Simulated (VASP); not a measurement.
# Si (P6_3/mmc) in VASP: further runs

The runs below take Si through single point, with PBE-based screened hybrid with 75 % exact exchange, PBE-based screened hybrid with 50 % exact exchange.

Everything below comes from runs of VASP 6.6.1. Logs are shortened: lines on timing, memory, paths and dates and some standing lists are left out, and cuts for length are marked.

## (1) The cell of the first run

It takes space group P6_3/mmc (No. 194, hexagonal). Conventional cell: a = 3.832 Å, b = 3.832 Å, c = 6.341 Å, α = 90.00°, β = 90.00°, γ = 120.00°. Si (site symmetry 3m) has 4 Si at 2.35 to 2.37 Å within 3.1 Å.

This isn't the form of Si at room conditions, which is diamond.

## (2) Single point, PBE-based screened hybrid with 75 % exact exchange

POSCAR reads:

```
Si
1.0
    3.8321168108      0.0000000000      0.0000000000
   -1.9160584054      3.3187105084      0.0000000000
    0.0000000000      0.0000000000      6.3412386841
Si
4
Direct
    0.3333333333      0.6666666667      0.0630612447
    0.6666666667      0.3333333333      0.5630612447
    0.3333333333      0.6666666667      0.4369387553
    0.6666666667      0.3333333333      0.9369387553
```

INCAR.step1 reads:

```
  PREC = Accurate
  ENCUT = 520
  EDIFF = 1E-5
  ISMEAR = 0
  SIGMA = 0.01
  LREAL = F
  LASPH = T
  NELM = 100
  ALGO = Normal
  ISIF = 2
  LWAVE = T
  GGA = PE
  NBANDS = 16
```

INCAR.step2 reads:

```
  PREC = Accurate
  ENCUT = 520
  EDIFF = 1E-6
  ISMEAR = 0
  SIGMA = 0.01
  LREAL = F
  LASPH = T
  NELM = 100
  ALGO = Normal
  ISIF = 2
  LWAVE = F
  LCHARG = T
  GGA = PE
  LHFCALC = T
  AEXX = 0.75
  HFSCREEN = 0.1
  PRECFOCK = Normal
  LELF = T
  LVHAR = T
  ISTART = 1
  NBANDS = 16
```

KPOINTS reads:

```
regular mesh
0
Gamma
  6 6 2
```

Potentials or basis: VASP PAW PBE potentials, release 64 (Si).

Command:

```console
cat potpaw_PBE.64/Si/POTCAR > POTCAR
cp INCAR.step1 INCAR
mpirun -np 1 vasp_std > vasp.out
cp INCAR.step2 INCAR
mpirun -np 1 vasp_std > vasp.out
```

OUTCAR:

```text
PREC = Accurate
   ENCUT = 520
   EDIFF = 1E-6
   ISMEAR = 0
   LREAL = F
   LASPH = T
   NELM = 100
   ISIF = 2
   GGA = PE
   LHFCALC = T
   AEXX = 0.75
   HFSCREEN = 0.1
   PRECFOCK = Normal
   ISTART = 1

 ion  position               nearest neighbor table
   1  0.333  0.667  0.063-   4 2.35   4 2.35   4 2.35   3 2.37
   2  0.667  0.333  0.563-   3 2.35   3 2.35   3 2.35   4 2.37
   3  0.333  0.667  0.437-   2 2.35   2 2.35   2 2.35   1 2.37
   4  0.667  0.333  0.937-   1 2.35   1 2.35   1 2.35   2 2.37

  LATTYP: Found a hexagonal cell.
 ALAT       =     3.8321168108
 C/A-ratio  =     1.6547613231

  Lattice vectors:

 A1 = (   3.8321168108,   0.0000000000,   0.0000000000)
 A2 = (  -1.9160584054,   3.3187105084,   0.0000000000)
 A3 = (   0.0000000000,   0.0000000000,   6.3412386841)

Analysis of symmetry for initial positions (statically):
=====================================================================
 Subroutine PRICEL returns:
 Original cell was already a primitive cell.

 Routine SETGRP: Setting up the symmetry group for a
 hexagonal supercell.

 Subroutine GETGRP returns: Found 24 space group operations
 (whereof 12 operations were pure point group operations)
 out of a pool of 24 trial point group operations.

The static configuration has the point symmetry D_3d.
 The point group associated with its full space group is D_6h.

Analysis of symmetry for dynamics (positions and initial velocities):
=====================================================================
 Subroutine PRICEL returns:
 Original cell was already a primitive cell.

 Routine SETGRP: Setting up the symmetry group for a
 hexagonal supercell.

 Subroutine GETGRP returns: Found 24 space group operations
 (whereof 12 operations were pure point group operations)
 out of a pool of 24 trial point group operations.

The dynamic configuration has the point symmetry D_3d.
 The point group associated with its full space group is D_6h.

 Subroutine INISYM returns: Found 24 space group operations
 (whereof 12 operations are pure point group operations),
 and found     1 'primitive' translations

----------------------------------------------------------------------------------------

                                     Primitive cell

  volume of cell :      80.6459

  direct lattice vectors                    reciprocal lattice vectors
     3.832116811  0.000000000  0.000000000     0.260952379  0.150660927  0.000000000
    -1.916058405  3.318710508  0.000000000     0.000000000  0.301321853  0.000000000
     0.000000000  0.000000000  6.341238684     0.000000000  0.000000000  0.157697896

  length of vectors
     3.832116811  3.832116811  6.341238684     0.301321853  0.301321853  0.157697896

  position of ions in fractional coordinates (direct lattice)
     0.333333333  0.666666667  0.063061245
     0.666666667  0.333333333  0.563061245
     0.333333333  0.666666667  0.436938755
     0.666666667  0.333333333  0.936938755

  ion indices of the primitive-cell ions
   primitive index   ion index
                 1           1
                 2           2
                 3           3
                 4           4

----------------------------------------------------------------------------------------

 KPOINTS: regular mesh

Automatic generation of k-mesh.
 Grid dimensions read from file:
 generate k-points for:    6    6    2

 Generating k-lattice:

  Cartesian coordinates                     Fractional coordinates (reciprocal lattice)
     0.043492063  0.025110154  0.000000000     0.166666667  0.000000000  0.000000000
     0.000000000  0.050220309  0.000000000     0.000000000  0.166666667  0.000000000
     0.000000000  0.000000000  0.078848948     0.000000000  0.000000000  0.500000000

  Length of vectors
     0.050220309  0.050220309  0.078848948

  Shift w.r.t. Gamma in fractional coordinates (k-lattice)
     0.000000000  0.000000000  0.000000000

 Subroutine IBZKPT returns following result:
 ===========================================

 Found     14 irreducible k-points:

 Following reciprocal coordinates:
            Coordinates               Weight
  0.000000  0.000000  0.000000      1.000000
  0.166667  0.000000  0.000000      6.000000
  0.333333  0.000000  0.000000      6.000000
  0.500000  0.000000  0.000000      3.000000
  0.166667  0.166667  0.000000      6.000000
  0.333333  0.166667  0.000000     12.000000
  0.333333  0.333333  0.000000      2.000000
  0.000000  0.000000  0.500000      1.000000
  0.166667  0.000000  0.500000      6.000000
  0.333333  0.000000  0.500000      6.000000
  0.500000  0.000000  0.500000      3.000000
  0.166667  0.166667  0.500000      6.000000
  0.333333  0.166667  0.500000     12.000000
  0.333333  0.333333  0.500000      2.000000
   k-points           NKPTS =     14   k-points in BZ     NKDIM =     72   number of bands    NBANDS=     16
   number of dos      NEDOS =    301   number of ions     NIONS =      4
   total plane-waves  NPLWV =  43200
   dimension x,y,z NGX =    30 NGY =   30 NGZ =   48
   dimension x,y,z NGXF=    60 NGYF=   60 NGZF=   96
   ions per type =               4
   NGX,Y,Z   is equivalent  to a cutoff of  13.01, 13.01, 12.58 a.u.
   NGXF,Y,Z  is equivalent  to a cutoff of  26.03, 26.03, 25.17 a.u.
 SYSTEM =  unknown system
   PREC   = accura    normal or accurate (medium, high low for compatibility)
   ISTART =      1    job   : 0-new  1-cont  2-samecut
   ICHARG =      0    charge: 1-file 2-atom 10-const
   ISPIN  =      1    spin polarized calculation?
   LNONCOLLINEAR =      F non collinear calculations
   LSORBIT =      F    spin-orbit coupling
   LASPH  =      T    aspherical Exc in radial PAW
   ENCUT  =  520.0 eV  38.22 Ry    6.18 a.u.   7.13  7.13 11.79*2*pi/ulx,y,z
   NELM   =    100;   NELMIN=  2; NELMDL=  0     # of ELM steps
   EDIFF  = 0.1E-05   stopping-criterion for ELM
   LREAL  =      F    real-space projection
   EDIFFG = 0.1E-04   stopping-criterion for IOM
   NSW    =      0    number of steps for IOM
   IBRION =     -1    ionic relax: 0-MD 1-quasi-New 2-CG
   NFREE  =      0    steps in history (QN), initial steepest desc. (CG)
   ISIF   =      2    stress and relaxation
   ISYM   =      3    0-nonsym 1-usesym 2-fastsym
   POTIM  = 0.5000    time-step for ionic-motion
   TEBEG  =    0.0;   TEEND  =   0.0 temperature during run
   PSTRESS=    0.0 pullay stress
   NELECT =      16.0000    total number of electrons
   NUPDOWN=      -1.0000    fix difference up-down
   EMIN   =  10.00;   EMAX   =-10.00  energy-range for DOS
   EFERMI =   0.00;   METHOD = LEGACY
   ISMEAR =     0;   SIGMA  =   0.01  broadening in eV -4-tet -1-fermi 0-gaus
   EFERMI_NEDOS =   21; number of points for ismear=-14 and -15
   IALGO  =     38    algorithm
   IMIX   =      1    mixing-type and parameters
     AMIX     =   0.40;   BMIX     =  1.00
     AMIX_MAG =   1.60;   BMIX_MAG =  1.00
  volume/ion in A,a.u.               =      20.16       136.06
  Fermi-wavevector in a.u.,A,eV,Ry     =   0.954818  1.804345 12.404133  0.911678
  Thomas-Fermi vector in A             =   2.083600
   LORBIT       =      0    0 simple, 1 ext, 2 COOP (PROOUT), +10 PAW based schemes
   GGA     = PE    functional components
   LHFCALC =     T    Hartree Fock is set to
   PRECFOCK=normal    Normal, Fast or Accurate (Low or Medium for compatibility)
   ENCUT4O =  -1.0   cutoff for four orbital integrals eV
   NKREDX  =     1    reduce k-point grid by
   NKREDY  =     1    reduce k-point grid by
   NKREDZ  =     1    reduce k-point grid by
   AEXX    =    0.7500 exact exchange contribution
   HFSCREEN=    0.1000 screening length (either q_TF or 0.3 A-1)
   HFSCREENC=   0.1000 screening length for correlation (either q_TF or 0.3 A-1)
   ENCUTFOCK=  -1.0 apply spherical cutoff to Coloumb kernel
   IVDW    =     0    specifies the selected vdW correction
   LEPSILON=     F    determine dielectric tensor
   LRPA    =     F    only Hartree local field effects (RPA)
 non-spin polarized calculation
 Gauss-broadening in eV      SIGMA  =   0.01
  energy-cutoff  :      520.00
  volume of cell :       80.65
 maximum number of plane-waves:      2208
 NGX is ok and might be reduce to    30
  NGX = 24; NGY = 24; NGZ = 36

 number of electron      16.0000000 magnetization

 Free energy of the ion-electron system (eV)
  ---------------------------------------------------
  ext. energy  EPLUGINS =         0.00000000
  ---------------------------------------------------
  free energy    TOTEN  =       -35.54895416 eV

  energy without entropy =      -35.54895416  energy(sigma->0) =      -35.54895416

 E-fermi :   4.4824     XC(G=0):  -4.1663

 val. band max:        4.3847843360   @ k =   0.0000   0.0000   0.0000
 cond. band min:       7.5835847917   @ k =   0.5000   0.0000   0.0000
 fundamental gap:      3.1988004557
 Fermi energy:         4.4824443984

 k-point     1 :       0.0000    0.0000    0.0000
  band No.  band energies     occupation
      1     -11.9156      2.00000
      2      -8.8817      2.00000
      3      -5.1986      2.00000
      4       2.4406      2.00000
      5       2.4406      2.00000
      6       3.9504      2.00000
[... 8 lines left out ...]
     15      12.3101      0.00000
     16      14.1434      0.00000

 k-point     2 :       0.1667    0.0000    0.0000
  band No.  band energies     occupation
      1     -11.4893      2.00000
      2      -8.4383      2.00000
      3      -4.9946      2.00000
      4       0.1467      2.00000
      5       1.7705      2.00000
      6       2.1303      2.00000
[... 8 lines left out ...]
     15      13.7084      0.00000
     16      14.2074      0.00000

 k-point     3 :       0.3333    0.0000    0.0000
  band No.  band energies     occupation
      1     -10.2669      2.00000
      2      -7.1539      2.00000
      3      -5.3783      2.00000
      4      -1.9560      2.00000
      5      -1.3437      2.00000
      6       0.8049      2.00000
[... 8 lines left out ...]
     15      15.5134      0.00000
     16      15.6597      0.00000
[... 172 lines left out ...]
 k-point    13 :       0.3333    0.1667    0.5000
  band No.  band energies     occupation
      1      -8.2037      2.00000
      2      -8.2037      2.00000
      3      -4.7041      2.00000
      4      -4.7041      2.00000
      5      -0.1592      2.00000
      6      -0.1592      2.00000
[... 8 lines left out ...]
     15      15.4210      0.00000
     16      15.4210      0.00000

 k-point    14 :       0.3333    0.3333    0.5000
  band No.  band energies     occupation
      1      -7.3008      2.00000
      2      -7.3008      2.00000
      3      -5.4836      2.00000
      4      -5.4836      2.00000
      5      -1.3551      2.00000
      6      -1.3551      2.00000
[... 8 lines left out ...]
     15      14.7927      0.00000
     16      14.7927      0.00000

------------------------ aborting loop because EDIFF is reached ----------------------------------------

  FORCE on cell =-STRESS in cart. coord.  units (eV):
  Direction    XX          YY          ZZ          XY          YZ          ZX
  --------------------------------------------------------------------------------------
  -------------------------------------------------------------------------------------
  Total       -2.1380247     -2.1380247     -2.3773245      0.0000000      0.0000000      0.0000000
  in kB      -42.4757538    -42.4757538    -47.2298798      0.0000000      0.0000000      0.0000000
  external PRESSURE =     -44.0604625 kB  Pullay stress =       0.0000000 kB

 VOLUME and BASIS-vectors are now :
 -----------------------------------------------------------------------------
  energy-cutoff  :      520.00
  volume of cell :       80.65
      direct lattice vectors                 reciprocal lattice vectors
     3.832116811  0.000000000  0.000000000     0.260952379  0.150660927  0.000000000
    -1.916058405  3.318710508  0.000000000     0.000000000  0.301321853  0.000000000
     0.000000000  0.000000000  6.341238684     0.000000000  0.000000000  0.157697896

 POSITION                                       TOTAL-FORCE (eV/Angst)
 -----------------------------------------------------------------------------------
     -0.00000      2.21247      0.39989        -0.000000      0.000000     -0.065611
      1.91606      1.10624      3.57051        -0.000000      0.000000     -0.065611
     -0.00000      2.21247      2.77073         0.000000      0.000000      0.065611
      1.91606      1.10624      5.94135        -0.000000     -0.000000      0.065611
 -----------------------------------------------------------------------------------
    total drift:                                0.000000      0.000000      0.000000

  FREE ENERGIE OF THE ION-ELECTRON SYSTEM (eV)
  ---------------------------------------------------
  free  energy   TOTEN  =       -35.5489541561 eV

  energy  without entropy=      -35.5489541561  energy(sigma->0) =      -35.54895416
```

Run time: 35 min. Hardware: 1 thread of Intel Xeon 8259CL, shared host; peak memory 0.31 GiB.

Results:

| Property | Result |
| --- | --- |
| Free energy | -35.5490 eV |
| Pressure | -4.4 GPa |
| Largest force | 0.066 eV/Å |
| Band gap on the k mesh | 3.20 eV (least direct gap 4.17 eV) |

Forces in eV/Å, atoms in the order of the input:
```
Si   0.000  0.000 -0.066
Si   0.000  0.000 -0.066
Si   0.000  0.000  0.066
Si   0.000  0.000  0.066
```

Levels at points of the mesh, in eV from the valence-band top:
| k point | band 4 | band 5 | band 6 | band 7 | band 8 | band 9 | band 10 | band 11 | band 12 | band 13 |
| --- | --- | --- | --- | --- | --- | --- | --- | --- | --- | --- |
| (0.00, 0.00, 0.00) | -1.94 | -1.94 | -0.43 | 0.00 | 0.00 | 4.17 | 5.28 | 5.28 | 5.82 | 7.61 |
| (0.50, 0.00, 0.00) | -7.91 | -6.04 | -3.96 | -3.62 | -1.88 | 3.20 | 5.67 | 6.04 | 6.59 | 8.47 |
| (0.00, 0.00, 0.50) | -5.45 | -1.15 | -1.15 | -1.15 | -1.15 | 5.09 | 5.09 | 6.45 | 6.45 | 6.45 |
| (0.50, 0.00, 0.50) | -9.65 | -3.13 | -3.13 | -3.10 | -3.10 | 3.84 | 3.84 | 4.70 | 4.70 | 9.69 |

Caveat: the k points lie up to 0.50 Å⁻¹ apart; the PAW data sets were made with another functional, which shifts forces and pressure a little. A k mesh can miss the band edges.

## (3) Single point, PBE-based screened hybrid with 50 % exact exchange

POSCAR is that of step 2.

INCAR.step1 reads:

```
  PREC = Accurate
  ENCUT = 520
  EDIFF = 1E-5
  ISMEAR = 0
  SIGMA = 0.01
  LREAL = False
  LASPH = True
  NELM = 60
  ALGO = Normal
  ISIF = 2
  LWAVE = True
  LCHARG = False
  GGA = PE
  NBANDS = 16
```

INCAR.step2 reads:

```
  PREC = Accurate
  ENCUT = 520
  EDIFF = 1E-6
  ISMEAR = 0
  SIGMA = 0.01
  LREAL = False
  LASPH = True
  NELM = 60
  ALGO = Normal
  ISIF = 2
  LWAVE = False
  LCHARG = False
  GGA = PE
  LHFCALC = True
  AEXX = 0.5
  HFSCREEN = 0.5
  PRECFOCK = Normal
  ISTART = 1
  NBANDS = 16
```

KPOINTS reads:

```
Automatic mesh
0
Gamma
  6 6 2
```

Potentials or basis: VASP PAW PBE potentials, release 64 (Si).

Command:

```console
cat potpaw_PBE.64/Si/POTCAR > POTCAR
cp INCAR.step1 INCAR
mpirun -np 1 vasp_std > vasp.out
cp INCAR.step2 INCAR
mpirun -np 1 vasp_std > vasp.out
```

It took 31 min on 1 thread of Intel Xeon 8259CL, shared host; peak memory 0.3 GiB.

Results (log left out):

```
Free energy            : -24.9147 eV
Pressure               : -0.9 GPa
Largest force          : 0.054 eV/Å
Band gap on the k mesh : 0.89 eV (least direct gap 1.62 eV)
```

Forces on the atoms (eV/Å):
```
Si   0.000  0.000 -0.054
Si   0.000  0.000 -0.054
Si   0.000  0.000  0.054
Si   0.000  0.000  0.054
```

Stress tensor (GPa, compression positive):
```
-0.75  0.00  0.00
 0.00 -0.75  0.00
 0.00  0.00 -1.14
```

Levels at points of the mesh, in eV from the valence-band top:
| k point | band 5 | band 6 | band 7 | band 8 | band 9 | band 10 | band 11 | band 12 |
| --- | --- | --- | --- | --- | --- | --- | --- | --- |
| (0.00, 0.00, 0.00) | -1.67 | -0.39 | 0.00 | 0.00 | 1.62 | 2.66 | 2.66 | 3.04 |
| (0.50, 0.00, 0.00) | -5.08 | -3.35 | -3.18 | -1.58 | 0.89 | 3.01 | 3.55 | 3.84 |
| (0.00, 0.00, 0.50) | -1.01 | -1.01 | -1.01 | -1.01 | 2.47 | 2.47 | 3.71 | 3.71 |
| (0.50, 0.00, 0.50) | -2.67 | -2.67 | -2.64 | -2.64 | 1.43 | 1.43 | 2.22 | 2.22 |

Caveat: the k points lie up to 0.50 Å⁻¹ apart; the PAW data sets were made with another functional, which shifts forces and pressure a little. A k mesh can miss the band edges.
